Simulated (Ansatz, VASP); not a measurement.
Given: the input of a run of Ansatz 0.2.0 on C.

input.yaml

```yaml
crystal:
  lattice:
    - [0.0, 1.78337, 1.78337]
    - [1.78337, 0.0, 1.78337]
    - [1.78337, 1.78337, 0.0]
  atoms:
    - { symbol: C, position: [0.25, 0.25, 0.25] }
    - { symbol: C, position: [0.0, 0.0, 0.0] }
hamiltonian:
  xc: lda
  pseudopotentials: { kind: paw }
kpoints:
  mp_grid: { grid: [13, 13, 13] }
scf:
  occupations: { method: gaussian, width: 0.1 }
output:
  forces: true
  stress: true
  eigenvalues: true
```

Potentials or basis: Ansatz PAW.

Command:

```console
$ ansatz run input.yaml --threads 1 --pin off --max-ram 3584MiB --backend cpu --events-out ev --progress --plain --runs-dir out
```

Task: Set up the same calculation for VASP 6.6.1. Potentials there: VASP PAW LDA potentials, release 64 (C_h).

Result: As run (the cutoff follows the program's own potentials):

INCAR

```
PREC = Accurate
ENCUT = 910
EDIFF = 1E-6
ISMEAR = 0
SIGMA = 0.1
LREAL = F
LASPH = T
NELM = 120
ALGO = Normal
ISIF = 2
LWAVE = F
LCHARG = F
NBANDS = 11
GGA_COMPAT = F
```

KPOINTS

```
Automatic mesh
0
Gamma
  13 13 13
```

File POSCAR:

```
C
1.0
    0.0000000000      1.7833700000      1.7833700000
    1.7833700000      0.0000000000      1.7833700000
    1.7833700000      1.7833700000      0.0000000000
C
2
Direct
    0.2500000000      0.2500000000      0.2500000000
    0.0000000000      0.0000000000      0.0000000000
```

Potentials or basis: VASP PAW LDA potentials, release 64 (C_h).

The run is started by

```console
$ cat potpaw_LDA.64/C_h/POTCAR > POTCAR
$ mpirun -np 1 vasp_std > vasp.out
```

Both were run:

|  | VASP | Ansatz | Ansatz less VASP |
| --- | --- | --- | --- |
| gap on the k mesh at the Fermi level (eV) | 4.11 | 4.11 | +0.003 |
| least direct gap on the mesh (eV) | 5.54 | 5.54 | -0.004 |

LDA's correlation is that of Perdew and Zunger in VASP and of Perdew and Wang (1992) in Ansatz.

Noted on VASP's run: the cutoff is short for stress, so the pressure is rough. Noted on Ansatz's run: Pulay correction over one GPa; odd divisions of the mesh miss points on the zone boundary, where band edges often lie, so the gap on the mesh can be too wide.
